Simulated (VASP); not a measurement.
# TiTe2 (P4_2/mnm) in VASP: further runs

TiTe2 is run at these levels: PBE; tasks: single point, relaxation of cell and atoms.

All numbers are computed with VASP 6.6.1; they aren't measurements. Logs are shortened: lines on timing, memory, paths and dates and some standing lists are left out, and cuts for length are marked.

## Step 1: The cell of the first run

The structure is tetragonal, space group P4_2/mnm (No. 136). Conventional cell: a = 6.159 Å, b = 6.159 Å, c = 4.086 Å, α = 90.00°, β = 90.00°, γ = 90.00°. Ti (site symmetry mmm) has 6 Te at 2.66 Å within 3.5 Å. Within 3.5 Å of Te (site symmetry m2m) lie 3 Ti at 2.66 Å and 1 Te at 3.39 Å.

## Step 2: Single point, PBE

Input file INCAR:

```
  PREC = Accurate
  ENCUT = 520
  EDIFF = 1E-6
  ISMEAR = 0
  SIGMA = 0.1
  LREAL = F
  LASPH = T
  NELM = 60
  ALGO = Normal
  ISIF = 2
  LWAVE = F
  LCHARG = F
  GGA = PE
  NBANDS = 33
```

Input file KPOINTS:

```
Automatic mesh
0
Gamma
  4 4 4
```

Input file POSCAR:

```
TiTe2
1.0
    6.1594045135      0.0000000000      0.0000000000
    0.0000000000      6.1594045135      0.0000000000
    0.0000000000      0.0000000000      4.0862047985
Ti Te
2 4
Direct
    0.0000000000      0.0000000000      0.0000000000
    0.5000000000      0.5000000000      0.5000000000
    0.1948153572      0.8051846428      0.5000000000
    0.3051846428      0.3051846428      0.0000000000
    0.6948153572      0.6948153572      0.0000000000
    0.8051846428      0.1948153572      0.5000000000
```

Potentials or basis: VASP PAW PBE potentials, release 64 (Ti_sv, Te).

Run with:

```
$ cat potpaw_PBE.64/Ti_sv/POTCAR potpaw_PBE.64/Te/POTCAR > POTCAR
$ mpirun -np 1 vasp_std > vasp.out
```

OUTCAR:

```text
PREC = Accurate
   ENCUT = 520
   EDIFF = 1E-6
   ISMEAR = 0
   LREAL = F
   LASPH = T
   NELM = 60
   ISIF = 2
   GGA = PE

 ion  position               nearest neighbor table
   1  0.000  0.000  0.000-   3 2.66   6 2.66   3 2.66   6 2.66   5 2.66   4 2.66
   2  0.500  0.500  0.500-   4 2.66   5 2.66   4 2.66   5 2.66   3 2.66   6 2.66
   3  0.195  0.805  0.500-   1 2.66   1 2.66   2 2.66   6 3.39
   4  0.305  0.305  0.000-   2 2.66   2 2.66   1 2.66   5 3.39
   5  0.695  0.695  0.000-   2 2.66   2 2.66   1 2.66   4 3.39
   6  0.805  0.195  0.500-   1 2.66   1 2.66   2 2.66   3 3.39

  LATTYP: Found a simple tetragonal cell.
 ALAT       =     6.1594045135
 C/A-ratio  =     0.6634090665

  Lattice vectors:

 A1 = (   6.1594045135,   0.0000000000,   0.0000000000)
 A2 = (   0.0000000000,   6.1594045135,   0.0000000000)
 A3 = (   0.0000000000,   0.0000000000,   4.0862047985)

Analysis of symmetry for initial positions (statically):
=====================================================================
 Subroutine PRICEL returns:
 Original cell was already a primitive cell.

 Routine SETGRP: Setting up the symmetry group for a
 simple tetragonal supercell.

 Subroutine GETGRP returns: Found 16 space group operations
 (whereof  8 operations were pure point group operations)
 out of a pool of 16 trial point group operations.

The static configuration has the point symmetry D_2h.
 The point group associated with its full space group is D_4h.

Analysis of symmetry for dynamics (positions and initial velocities):
=====================================================================
 Subroutine PRICEL returns:
 Original cell was already a primitive cell.

 Routine SETGRP: Setting up the symmetry group for a
 simple tetragonal supercell.

 Subroutine GETGRP returns: Found 16 space group operations
 (whereof  8 operations were pure point group operations)
 out of a pool of 16 trial point group operations.

The dynamic configuration has the point symmetry D_2h.
 The point group associated with its full space group is D_4h.

 Subroutine INISYM returns: Found 16 space group operations
 (whereof  8 operations are pure point group operations),
 and found     1 'primitive' translations

----------------------------------------------------------------------------------------

                                     Primitive cell

  volume of cell :     155.0235

  direct lattice vectors                    reciprocal lattice vectors
     6.159404514  0.000000000  0.000000000     0.162353357  0.000000000  0.000000000
     0.000000000  6.159404514  0.000000000     0.000000000  0.162353357  0.000000000
     0.000000000  0.000000000  4.086204798     0.000000000  0.000000000  0.244725864

  length of vectors
     6.159404514  6.159404514  4.086204798     0.162353357  0.162353357  0.244725864

  position of ions in fractional coordinates (direct lattice)
     0.000000000  0.000000000  0.000000000
     0.500000000  0.500000000  0.500000000
     0.194815357  0.805184643  0.500000000
     0.305184643  0.305184643  0.000000000
     0.694815357  0.694815357  0.000000000
     0.805184643  0.194815357  0.500000000

  ion indices of the primitive-cell ions
   primitive index   ion index
                 1           1
                 2           2
                 3           3
                 4           4
                 5           5
                 6           6

----------------------------------------------------------------------------------------

 KPOINTS: Automatic mesh

Automatic generation of k-mesh.
 Grid dimensions read from file:
 generate k-points for:    4    4    4

 Generating k-lattice:

  Cartesian coordinates                     Fractional coordinates (reciprocal lattice)
     0.040588339  0.000000000  0.000000000     0.250000000  0.000000000  0.000000000
     0.000000000  0.040588339  0.000000000     0.000000000  0.250000000  0.000000000
     0.000000000  0.000000000  0.061181466     0.000000000  0.000000000  0.250000000

  Length of vectors
     0.040588339  0.040588339  0.061181466

  Shift w.r.t. Gamma in fractional coordinates (k-lattice)
     0.000000000  0.000000000  0.000000000

 Subroutine IBZKPT returns following result:
 ===========================================

 Found     18 irreducible k-points:

 Following reciprocal coordinates:
            Coordinates               Weight
  0.000000  0.000000  0.000000      1.000000
  0.250000  0.000000  0.000000      4.000000
  0.500000  0.000000  0.000000      2.000000
  0.250000  0.250000  0.000000      4.000000
  0.500000  0.250000  0.000000      4.000000
  0.500000  0.500000  0.000000      1.000000
[... 10 lines left out ...]
  0.500000  0.250000  0.500000      4.000000
  0.500000  0.500000  0.500000      1.000000
   k-points           NKPTS =     18   k-points in BZ     NKDIM =     18   number of bands    NBANDS=     33
   number of dos      NEDOS =    301   number of ions     NIONS =      6
   total plane-waves  NPLWV =  69120
   dimension x,y,z NGX =    48 NGY =   48 NGZ =   30
   dimension x,y,z NGXF=    96 NGYF=   96 NGZF=   60
   ions per type =               2   4
   NGX,Y,Z   is equivalent  to a cutoff of  12.96, 12.96, 12.21 a.u.
   NGXF,Y,Z  is equivalent  to a cutoff of  25.91, 25.91, 24.41 a.u.
 SYSTEM =  unknown system
   PREC   = accura    normal or accurate (medium, high low for compatibility)
   ISTART =      0    job   : 0-new  1-cont  2-samecut
   ICHARG =      2    charge: 1-file 2-atom 10-const
   ISPIN  =      1    spin polarized calculation?
   LNONCOLLINEAR =      F non collinear calculations
   LSORBIT =      F    spin-orbit coupling
   LASPH  =      T    aspherical Exc in radial PAW
   ENCUT  =  520.0 eV  38.22 Ry    6.18 a.u.  11.45 11.45  7.60*2*pi/ulx,y,z
   NELM   =     60;   NELMIN=  2; NELMDL= -5     # of ELM steps
   EDIFF  = 0.1E-05   stopping-criterion for ELM
   LREAL  =      F    real-space projection
   EDIFFG = 0.1E-04   stopping-criterion for IOM
   NSW    =      0    number of steps for IOM
   IBRION =     -1    ionic relax: 0-MD 1-quasi-New 2-CG
   NFREE  =      0    steps in history (QN), initial steepest desc. (CG)
   ISIF   =      2    stress and relaxation
   ISYM   =      2    0-nonsym 1-usesym 2-fastsym
   POTIM  = 0.5000    time-step for ionic-motion
   TEBEG  =    0.0;   TEEND  =   0.0 temperature during run
   PSTRESS=    0.0 pullay stress
   NELECT =      48.0000    total number of electrons
   NUPDOWN=      -1.0000    fix difference up-down
   EMIN   =  10.00;   EMAX   =-10.00  energy-range for DOS
   EFERMI =   0.00;   METHOD = LEGACY
   ISMEAR =     0;   SIGMA  =   0.10  broadening in eV -4-tet -1-fermi 0-gaus
   EFERMI_NEDOS =   21; number of points for ismear=-14 and -15
   IALGO  =     38    algorithm
   IMIX   =      4    mixing-type and parameters
     AMIX     =   0.40;   BMIX     =  1.00
     AMIX_MAG =   1.60;   BMIX_MAG =  1.00
  volume/ion in A,a.u.               =      25.84       174.36
  Fermi-wavevector in a.u.,A,eV,Ry     =   1.107531  2.092931 16.689257  1.226626
  Thomas-Fermi vector in A             =   2.244047
   LORBIT       =      0    0 simple, 1 ext, 2 COOP (PROOUT), +10 PAW based schemes
   GGA     = PE    functional components
   LHFCALC =     F    Hartree Fock is set to
   AEXX    =    0.0000 exact exchange contribution
   IVDW    =     0    specifies the selected vdW correction
   LEPSILON=     F    determine dielectric tensor
   LRPA    =     F    only Hartree local field effects (RPA)
 non-spin polarized calculation
 Gauss-broadening in eV      SIGMA  =   0.10
  energy-cutoff  :      520.00
  volume of cell :      155.02
 maximum number of plane-waves:      4200
 NGX is ok and might be reduce to    48
   NGX = 23   NGY = 23   NGZ = 15

 number of electron      48.0000019 magnetization

 Free energy of the ion-electron system (eV)
  ---------------------------------------------------
  ext. energy  EPLUGINS =         0.00000000
  ---------------------------------------------------
  free energy    TOTEN  =       -30.71047747 eV

  energy without entropy =      -30.69832481  energy(sigma->0) =      -30.70440114

 E-fermi :   7.3256     XC(G=0):  -9.9527

 val. band max:        7.2599847731   @ k =   0.5000   0.5000   0.0000
 cond. band min:       7.3470141411   @ k =   0.0000   0.0000   0.0000
 fundamental gap:      0.0870293680
 Fermi energy:         7.3255607649

 k-point     1 :       0.0000    0.0000    0.0000
  band No.  band energies     occupation
      1     -50.1076      2.00000
      2     -50.1074      2.00000
      3     -26.4647      2.00000
      4     -26.4610      2.00000
      5     -26.3751      2.00000
      6     -26.3751      2.00000
[... 25 lines left out ...]
     32      10.9343      0.00000
     33      11.0724      0.00000

 k-point     2 :       0.2500    0.0000    0.0000
  band No.  band energies     occupation
      1     -50.1076      2.00000
      2     -50.1074      2.00000
      3     -26.4642      2.00000
      4     -26.4615      2.00000
      5     -26.3748      2.00000
      6     -26.3748      2.00000
[... 25 lines left out ...]
     32      10.7072      0.00000
     33      10.9540      0.00000

 k-point     3 :       0.5000    0.0000    0.0000
  band No.  band energies     occupation
      1     -50.1075      2.00000
      2     -50.1075      2.00000
      3     -26.4629      2.00000
      4     -26.4629      2.00000
      5     -26.3744      2.00000
      6     -26.3744      2.00000
[... 25 lines left out ...]
     32      10.6822      0.00000
     33      11.0170      0.00000

 k-point     4 :       0.2500    0.2500    0.0000
  band No.  band energies     occupation
      1     -50.1076      2.00000
      2     -50.1074      2.00000
      3     -26.4638      2.00000
      4     -26.4619      2.00000
      5     -26.3753      2.00000
      6     -26.3744      2.00000
[... 457 lines left out ...]
     32       9.8547      0.00000
     33      10.0983      0.00000

 k-point    17 :       0.5000    0.2500    0.5000
  band No.  band energies     occupation
      1     -50.1066      2.00000
      2     -50.1066      2.00000
      3     -26.4838      2.00000
      4     -26.4838      2.00000
      5     -26.3697      2.00000
      6     -26.3697      2.00000
[... 25 lines left out ...]
     32       9.3591      0.00000
     33      11.1468      0.00000

 k-point    18 :       0.5000    0.5000    0.5000
  band No.  band energies     occupation
      1     -50.1066      2.00000
      2     -50.1066      2.00000
      3     -26.4838      2.00000
      4     -26.4838      2.00000
      5     -26.3698      2.00000
      6     -26.3698      2.00000
[... 25 lines left out ...]
     32      10.0410      0.00000
     33      10.2149      0.00000

------------------------ aborting loop because EDIFF is reached ----------------------------------------

  FORCE on cell =-STRESS in cart. coord.  units (eV):
  Direction    XX          YY          ZZ          XY          YZ          ZX
  --------------------------------------------------------------------------------------
  -------------------------------------------------------------------------------------
  Total       11.0242543     11.0242543      4.9525712      0.0000000      0.0000000      0.0000000
  in kB      113.9363291    113.9363291     51.1851201      0.0000000      0.0000000      0.0000000
  external PRESSURE =      93.0192594 kB  Pullay stress =       0.0000000 kB

 VOLUME and BASIS-vectors are now :
 -----------------------------------------------------------------------------
  energy-cutoff  :      520.00
  volume of cell :      155.02
      direct lattice vectors                 reciprocal lattice vectors
     6.159404514  0.000000000  0.000000000     0.162353357  0.000000000  0.000000000
     0.000000000  6.159404514  0.000000000     0.000000000  0.162353357  0.000000000
     0.000000000  0.000000000  4.086204798     0.000000000  0.000000000  0.244725864

 POSITION                                       TOTAL-FORCE (eV/Angst)
 -----------------------------------------------------------------------------------
      0.00000      0.00000      0.00000         0.000000     -0.000000      0.000000
      3.07970      3.07970      2.04310         0.000000     -0.000000      0.000000
      1.19995      4.95946      2.04310         0.374118     -0.374118     -0.000000
      1.87976      1.87976      0.00000        -0.374118     -0.374118     -0.000000
      4.27965      4.27965      0.00000         0.374118      0.374118      0.000000
      4.95946      1.19995      2.04310        -0.374118      0.374118      0.000000
 -----------------------------------------------------------------------------------
    total drift:                                0.000000     -0.000000     -0.000000

  FREE ENERGIE OF THE ION-ELECTRON SYSTEM (eV)
  ---------------------------------------------------
  free  energy   TOTEN  =       -30.7104774701 eV

  energy  without entropy=      -30.6983248134  energy(sigma->0) =      -30.70440114
```

It took 53 s on 1 thread of Intel Xeon 6975P-C (Granite Rapids), shared host; peak memory 0.28 GiB.

What came out:

| Item | Value |
| --- | --- |
| Free energy | -30.7105 eV |
| Pressure | 9.3 GPa |
| Largest force | 0.529 eV/Å |
| Band gap on the k mesh | zero (bands 24 and 25 overlap by 0.27 eV) |

Forces in eV/Å, atoms in the order of the input:
```
Ti   0.000  0.000  0.000
Ti   0.000  0.000  0.000
Te   0.374 -0.374  0.000
Te  -0.374 -0.374  0.000
Te   0.374  0.374  0.000
Te  -0.374  0.374  0.000
```

Caveat: the k points lie up to 0.38 Å⁻¹ apart; spin-orbit coupling is left out, which moves the levels of the heavy elements.

[end of part 1 of 2]

The gap in the log of VASP goes by the Fermi energy; the results here count the filled bands.